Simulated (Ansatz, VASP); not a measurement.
**One calculation of Sn, two programs**

```
CELL_PARAMETERS angstrom
0.00000 3.32804 3.32804
3.32804 0.00000 3.32804
3.32804 3.32804 0.00000
ATOMIC_POSITIONS crystal
Sn 0.87500 0.87500 0.87500
Sn 0.12500 0.12500 0.12500
```

Alike in both runs: functional PBE; k mesh 11 × 11 × 11; occupations fermi-dirac, width 0.05 eV; no spin polarisation.

Ansatz relaxed the structure, and its values are those at the end. VASP's run is a single point on that final structure, the one shown.

|  | VASP | Ansatz |
| --- | --- | --- |
| version | VASP 6.6.1 | Ansatz 0.2.0 |
| potentials or method | VASP PAW PBE potentials, release 64 (Sn_d), cutoff 520 eV | all-electron LAPW, scalar-relativistic |

|  | VASP | Ansatz | Ansatz less VASP |
| --- | --- | --- | --- |
| pressure (GPa) | 0.0 | 0.0 | +0.04 |

Ansatz ran all-electron here, and VASP with PAW potentials.
